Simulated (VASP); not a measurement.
# Li3Cl2 (R-3m) in VASP: single point with PBE

Aim: the single point of Li3Cl2 with PBE.

All numbers are computed with VASP 6.6.1; they aren't measurements. Logs are shortened: lines on timing, memory, paths and dates and some standing lists are left out, and cuts for length are marked.

## (1) The cell of the first run

The structure is trigonal, space group R-3m (No. 166). The conventional cell has a = 3.561 Å, b = 3.561 Å, c = 26.542 Å, α = 90.00°, β = 90.00°, γ = 120.00°. Within 3.4 Å of Li (site symmetry -3m) lie 6 Cl at 2.55 Å. Li (site symmetry 3m) has 3 Cl at 2.53 Å within 3.3 Å. Within 3.3 Å of Cl (site symmetry 3m) lie 6 Li at 2.53 to 2.55 Å.

## (2) Single point, PBE

File INCAR:

```
SYSTEM = Li3Cl2
PREC     = Accurate       ! precision mode
ENCUT    = 520            ! plane-wave cutoff, eV
EDIFF    = 1E-6           ! SCF threshold, eV
ISMEAR   = 0              ! smearing method
SIGMA    = 0.1            ! smearing width, eV
LREAL    = .False.        ! projectors in reciprocal space
LASPH    = .True.         ! aspherical terms in the spheres
NELM     = 60             ! most SCF steps
ALGO     = Normal         ! electronic algorithm
ISIF     = 2              ! what is computed and relaxed
LWAVE    = .False.        ! write WAVECAR
LCHARG   = .True.         ! write CHGCAR
GGA      = PE             ! functional
LELF     = .True.         ! ELF
LVHAR    = .True.       
NBANDS   = 20             ! bands
```

File KPOINTS:

```
Automatic mesh
0
Gamma
  12 12 12
  0 0 0
```

File POSCAR:

```
Li3Cl2
1.0
    1.7802991868      1.0278562148      8.8473875653
   -1.7802991868      1.0278562148      8.8473875653
    0.0000000000     -2.0557124295      8.8473875653
Li Cl
3 2
Direct
    0.0000000000      0.0000000000      0.0000000000
    0.2207188560      0.2207188560      0.2207188560
    0.7792811440      0.7792811440      0.7792811440
    0.3901666356      0.3901666356      0.3901666356
    0.6098333644      0.6098333644      0.6098333644
```

Potentials or basis: VASP PAW PBE potentials, release 64 (Li_sv, Cl).

The run is started by

```console
> cat potpaw_PBE.64/Li_sv/POTCAR potpaw_PBE.64/Cl/POTCAR > POTCAR
> mpirun -np 1 vasp_std > vasp.out
```

OUTCAR:

```text
SYSTEM = Li3Cl2
   PREC = Accurate
   ENCUT = 520
   EDIFF = 1E-6
   ISMEAR = 0
   LREAL = .False.
   LASPH = .True.
   NELM = 60
   ISIF = 2
   GGA = PE

 ion  position               nearest neighbor table
   1  0.000  0.000  0.000-   5 2.55   5 2.55   4 2.55   4 2.55   5 2.55   4 2.55
   2  0.221  0.221  0.221-   5 2.53   5 2.53   5 2.53
   3  0.779  0.779  0.779-   4 2.53   4 2.53   4 2.53
   4  0.390  0.390  0.390-   3 2.53   3 2.53   3 2.53   1 2.55   1 2.55   1 2.55
   5  0.610  0.610  0.610-   2 2.53   2 2.53   2 2.53   1 2.55   1 2.55   1 2.55

  LATTYP: Found a trigonal (rhomboedric) cell.
 ALAT       =     9.0830732863
 COS(alpha) =     0.9231665479

  Lattice vectors:

 A1 = (   1.7802991868,   1.0278562148,   8.8473875653)
 A2 = (  -1.7802991868,   1.0278562148,   8.8473875653)
 A3 = (   0.0000000000,  -2.0557124295,   8.8473875653)

Analysis of symmetry for initial positions (statically):
=====================================================================
 Subroutine PRICEL returns:
 Original cell was already a primitive cell.

 Routine SETGRP: Setting up the symmetry group for a
 trigonal (rhombohedral) supercell.

 Subroutine GETGRP returns: Found 12 space group operations
 (whereof 12 operations were pure point group operations)
 out of a pool of 12 trial point group operations.

The static configuration has the point symmetry D_3d.

Analysis of symmetry for dynamics (positions and initial velocities):
=====================================================================
 Subroutine PRICEL returns:
 Original cell was already a primitive cell.

 Routine SETGRP: Setting up the symmetry group for a
 trigonal (rhombohedral) supercell.

 Subroutine GETGRP returns: Found 12 space group operations
 (whereof 12 operations were pure point group operations)
 out of a pool of 12 trial point group operations.

The dynamic configuration has the point symmetry D_3d.

 Subroutine INISYM returns: Found 12 space group operations
 (whereof 12 operations are pure point group operations),
 and found     1 'primitive' translations

----------------------------------------------------------------------------------------

                                     Primitive cell

  volume of cell :      97.1386

  direct lattice vectors                    reciprocal lattice vectors
[... 87 lines left out ...]
   ISPIN  =      1    spin polarized calculation?
   LNONCOLLINEAR =      F non collinear calculations
   LSORBIT =      F    spin-orbit coupling
   LASPH  =      T    aspherical Exc in radial PAW
   ENCUT  =  520.0 eV  38.22 Ry    6.18 a.u.  16.89 16.89 16.89*2*pi/ulx,y,z
   NELM   =     60;   NELMIN=  2; NELMDL= -5     # of ELM steps
   EDIFF  = 0.1E-05   stopping-criterion for ELM
   LREAL  =      F    real-space projection
[... 7 lines left out ...]
   TEBEG  =    0.0;   TEEND  =   0.0 temperature during run
   PSTRESS=    0.0 pullay stress
   NELECT =      23.0000    total number of electrons
   NUPDOWN=      -1.0000    fix difference up-down
   EMIN   =  10.00;   EMAX   =-10.00  energy-range for DOS
   EFERMI =   0.00;   METHOD = LEGACY
   ISMEAR =     0;   SIGMA  =   0.10  broadening in eV -4-tet -1-fermi 0-gaus
   EFERMI_NEDOS =   21; number of points for ismear=-14 and -15
   IALGO  =     38    algorithm
   IMIX   =      4    mixing-type and parameters
     AMIX     =   0.40;   BMIX     =  1.00
     AMIX_MAG =   1.60;   BMIX_MAG =  1.00
  volume/ion in A,a.u.               =      19.43       131.10
  Fermi-wavevector in a.u.,A,eV,Ry     =   1.012792  1.913899 13.956141  1.025747
  Thomas-Fermi vector in A             =   2.145922
   LORBIT       =      0    0 simple, 1 ext, 2 COOP (PROOUT), +10 PAW based schemes
   GGA     = PE    functional components
   LHFCALC =     F    Hartree Fock is set to
   AEXX    =    0.0000 exact exchange contribution
   IVDW    =     0    specifies the selected vdW correction
   LEPSILON=     F    determine dielectric tensor
   LRPA    =     F    only Hartree local field effects (RPA)
 non-spin polarized calculation
 Gauss-broadening in eV      SIGMA  =   0.10
  energy-cutoff  :      520.00
  volume of cell :       97.14
 maximum number of plane-waves:      2649
 NGX is ok and might be reduce to    70
   NGX = 33   NGY = 33   NGZ = 33

 number of electron      23.0000003 magnetization

 Free energy of the ion-electron system (eV)
  ---------------------------------------------------
  ext. energy  EPLUGINS =         0.00000000
  ---------------------------------------------------
  free energy    TOTEN  =       -16.25460323 eV

  energy without entropy =      -16.24855838  energy(sigma->0) =      -16.25158081

 E-fermi :   3.5591     XC(G=0):  -7.9417

 val. band max:        3.5470257785   @ k =   0.5000   0.3333   0.0833
 cond. band min:       3.5613531961   @ k =   0.5000   0.1667   0.0833
 fundamental gap:      0.0143274176
 Fermi energy:         3.5590531653

 k-point     1 :       0.0000    0.0000    0.0000
  band No.  band energies     occupation
      1     -44.4937      2.00000
      2     -44.2156      2.00000
      3     -44.2141      2.00000
      4     -14.3454      2.00000
      5     -14.0786      2.00000
      6      -3.4325      2.00000
[... 541 lines left out ...]
     19       8.9127      0.00000
     20       9.8927      0.00000

 [... further k-points ...]

------------------------ aborting loop because EDIFF is reached ----------------------------------------

  FORCE on cell =-STRESS in cart. coord.  units (eV):
  Direction    XX          YY          ZZ          XY          YZ          ZX
  --------------------------------------------------------------------------------------
  -------------------------------------------------------------------------------------
  Total       -0.0762679     -0.0762679     -0.0764525      0.0000000     -0.0000000      0.0000000
  in kB       -1.2579417     -1.2579417     -1.2609875      0.0000000     -0.0000000      0.0000000
  external PRESSURE =      -1.2589569 kB  Pullay stress =       0.0000000 kB

 VOLUME and BASIS-vectors are now :
 -----------------------------------------------------------------------------
  energy-cutoff  :      520.00
  volume of cell :       97.14
      direct lattice vectors                 reciprocal lattice vectors
     1.780299187  1.027856215  8.847387565     0.280851670  0.162149787  0.037675905
    -1.780299187  1.027856215  8.847387565    -0.280851670  0.162149787  0.037675905
     0.000000000 -2.055712430  8.847387565     0.000000000 -0.324299575  0.037675905

 POSITION                                       TOTAL-FORCE (eV/Angst)
 -----------------------------------------------------------------------------------
      0.00000      0.00000      0.00000         0.000000     -0.000000      0.000000
      0.00000      0.00000      5.85836         0.000000     -0.000000     -0.008047
      0.00000      0.00000     20.68381         0.000000      0.000000      0.008047
      0.00000      0.00000     10.35587         0.000000      0.000000      0.003367
      0.00000      0.00000     16.18630         0.000000     -0.000000     -0.003367
 -----------------------------------------------------------------------------------
    total drift:                                0.000000     -0.000000     -0.000000

  FREE ENERGIE OF THE ION-ELECTRON SYSTEM (eV)
  ---------------------------------------------------
  free  energy   TOTEN  =       -16.2546032345 eV

  energy  without entropy=      -16.2485583847  energy(sigma->0) =      -16.25158081
```

OSZICAR:

```text
N       E                     dE             d eps       ncg     rms          rms(c)
DAV:   1     0.146660459577E+03    0.14666E+03   -0.90993E+03  7560   0.108E+03
DAV:   2     0.153106590134E+01   -0.14513E+03   -0.13813E+03  9564   0.241E+02
DAV:   3    -0.154251423018E+02   -0.16956E+02   -0.16880E+02 12732   0.689E+01
DAV:   4    -0.163239721031E+02   -0.89883E+00   -0.89335E+00 11768   0.169E+01
DAV:   5    -0.163845631547E+02   -0.60591E-01   -0.60580E-01 12004   0.336E+00    0.401E+00
DAV:   6    -0.162414224547E+02    0.14314E+00   -0.30902E-01 10544   0.247E+00    0.274E+00
DAV:   7    -0.162474396148E+02   -0.60172E-02   -0.14719E-01 11844   0.166E+00    0.121E+00
DAV:   8    -0.162542447344E+02   -0.68051E-02   -0.25532E-02 10432   0.897E-01    0.176E-01
DAV:   9    -0.162543429233E+02   -0.98189E-04   -0.15111E-03 12128   0.209E-01    0.673E-02
DAV:  10    -0.162546020947E+02   -0.25917E-03   -0.40169E-04  9448   0.126E-01    0.370E-02
DAV:  11    -0.162546037959E+02   -0.17012E-05   -0.32753E-05 11596   0.337E-02    0.891E-03
DAV:  12    -0.162546032345E+02    0.56148E-06   -0.33583E-06 11396   0.103E-02
   1 F= -.16254603E+02 E0= -.16251581E+02  d E =-.604485E-02
```

stdout:

```text
POSCAR found type information on POSCAR LiCl
 POSCAR found :  2 types and       5 ions
 scaLAPACK will be used
 LDA part: xc-table for (Slater+PW92), standard interpolation
 POSCAR, INCAR and KPOINTS ok, starting setup
 FFT: planning ... GRIDC
 FFT: planning ... GRID_SOFT
 FFT: planning ... GRID
 WAVECAR not read
 entering main loop
```

Wall time 53 min (1 thread of AMD EPYC 7R43 (Zen 3), shared host); peak memory 0.76 GiB.

Results:

```
Free energy            : -16.2546 eV
Largest force          : 0.008 eV/Å
Band gap on the k mesh : zero (an odd number of electrons rules out a gap without spin polarisation)
```

Forces on the atoms (eV/Å):
```
Li   0.000  0.000  0.000
Li   0.000  0.000 -0.008
Li   0.000  0.000  0.008
Cl   0.000  0.000  0.003
Cl   0.000  0.000 -0.003
```

Levels at points of the mesh, in eV from the Fermi level:
```
           k point  band 9  band 10  band 11  band 12  band 13  band 14  band 15  band 16
(0.00, 0.00, 0.00)   -4.66    -4.55    -4.55    -1.78     2.43     2.67     4.10     5.72
(0.50, 0.00, 0.00)   -5.49    -5.41    -5.03     1.05     1.10     3.66     3.69     4.51
(0.50, 0.50, 0.00)   -5.54    -5.42    -5.03     0.94     1.59     3.26     3.60     3.76
(0.50, 0.50, 0.50)   -4.66    -4.55    -4.55    -1.50     1.81     2.64     4.76     5.67
```

Caveat: the cutoff is under 1.25 times the usual one of these potentials, so pressure, stress and relaxed cells hold a basis-set (Pulay) error.
